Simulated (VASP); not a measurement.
Write the native input for VASP 6.6.1 that does the following.

* Task: single point
* Functional: PBE
* Potentials or basis: VASP PAW PBE potentials, release 64 (Ta_pv, Ag)
* Cutoff: 520 eV
* k mesh: 4 × 4 × 4
* Occupations: gaussian, width 0.1 eV
* Spin: no spin polarisation
* Dipole correction: no
* Further INCAR settings: ALGO = Normal; EDIFF = 1e-06; NBANDS = 30

The structure of TaAg3 lies in POSCAR:

```
TaAg3
1.0
    4.1911037351      0.0000000000      0.0000000000
    0.0000000000      4.1911037351      0.0000000000
    0.0000000000      0.0000000000      4.1911037351
Ta Ag
1 3
Direct
    0.0000000000      0.0000000000      0.0000000000
    0.0000000000      0.5000000000      0.5000000000
    0.5000000000      0.0000000000      0.5000000000
    0.5000000000      0.5000000000      0.0000000000
```

The input as run:

INCAR

```
SYSTEM = TaAg3
PREC = Accurate
ENCUT = 520
EDIFF = 1E-6
ISMEAR = 0
SIGMA = 0.1
LREAL = .False.
LASPH = .True.
NELM = 100
ALGO = Normal
ISIF = 2
LWAVE = .False.
LCHARG = .False.
GGA = PE
NBANDS = 30
```

KPOINTS

```
regular mesh
0
Gamma
  4 4 4
  0 0 0
```

Potentials or basis: VASP PAW PBE potentials, release 64 (Ta_pv, Ag).

Command:

```bash
$ cat potpaw_PBE.64/Ta_pv/POTCAR potpaw_PBE.64/Ag/POTCAR > POTCAR
$ mpirun -np 1 vasp_std > vasp.out
```

Results of the run:

The pressure is -2.4 GPa and the band gap on the k mesh is zero (band 22 reaches 8.86 eV, above the bottom of band 23 at 6.93 eV).

Caveat: the k points lie up to 0.37 Å⁻¹ apart; spin-orbit coupling is left out, which moves the levels of the heavy elements.

Run time: 8.1 s on 1 thread of Intel(R) Xeon(R) 6975P-C (Granite Rapids) (shared host), peak memory 0.18 GiB.
